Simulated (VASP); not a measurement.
Set up this calculation in VASP 6.6.1, as the native input.

| Quantity | Value |
| --- | --- |
| Task | single point |
| Functional | PBE |
| Potentials or basis | VASP PAW PBE potentials, release 64 (Be, Cd, O) |
| Cutoff | 600 eV |
| k mesh | 4 × 4 × 4 |
| Occupations | gaussian, width 0.2 eV |
| Spin | no spin polarisation |
| Dipole correction | no |
| Further INCAR settings | ALGO = Normal; EDIFF = 1e-06; NBANDS = 34 |

The structure of Be3Cd2O3 lies in POSCAR:

```
Be3Cd2O3
1.0
    2.5714064212      1.4846021895      4.8774258811
   -2.5714064212      1.4846021895      4.8774258811
    0.0000000000     -2.9692043790      4.8774258811
Be Cd O
3 2 3
Direct
    0.5000000000      0.5000000000      0.5000000000
    0.3257034108      0.3257034108      0.3257034108
    0.6742965892      0.6742965892      0.6742965892
    0.1131703959      0.1131703959      0.1131703959
    0.8868296041      0.8868296041      0.8868296041
    0.5000000000      0.5000000000      0.0000000000
    0.0000000000      0.5000000000      0.5000000000
    0.5000000000      0.0000000000      0.5000000000
```

The input as run:

INCAR

```
SYSTEM = Be3Cd2O3
ALGO = Normal
EDIFF = 1E-6
ENCUT = 600
GGA = PE
GGA_COMPAT = .FALSE.
ISIF = 2
ISMEAR = 0
LASPH = .TRUE.
LCHARG = .TRUE.
LELF = .TRUE.
LREAL = .FALSE.
LVHAR = .TRUE.
LWAVE = .FALSE.
NBANDS = 34
NELM = 120
PREC = Accurate
SIGMA = 0.2
```

KPOINTS

```
k-points
0
G
  4 4 4
  0 0 0
```

Potentials or basis: VASP PAW PBE potentials, release 64 (Be, Cd, O).

Run with:

```bash
$ cat potpaw_PBE.64/Be/POTCAR potpaw_PBE.64/Cd/POTCAR potpaw_PBE.64/O/POTCAR > POTCAR
$ mpirun -np 1 vasp_std > vasp.out
```

It gave:

```yaml
Pressure: -0.1 GPa
Largest_force: 0.027 eV/Å
Band_gap_on_the_k_mesh: zero (band 24 reaches 2.75 eV, above the bottom of band 25 at 1.60 eV)
```

Caveat: the k points lie up to 0.37 Å⁻¹ apart.

Run time: 44 s on 1 thread of Intel(R) Xeon(R) 6975P-C (Granite Rapids), with other jobs on the host, peak memory 0.33 GiB.
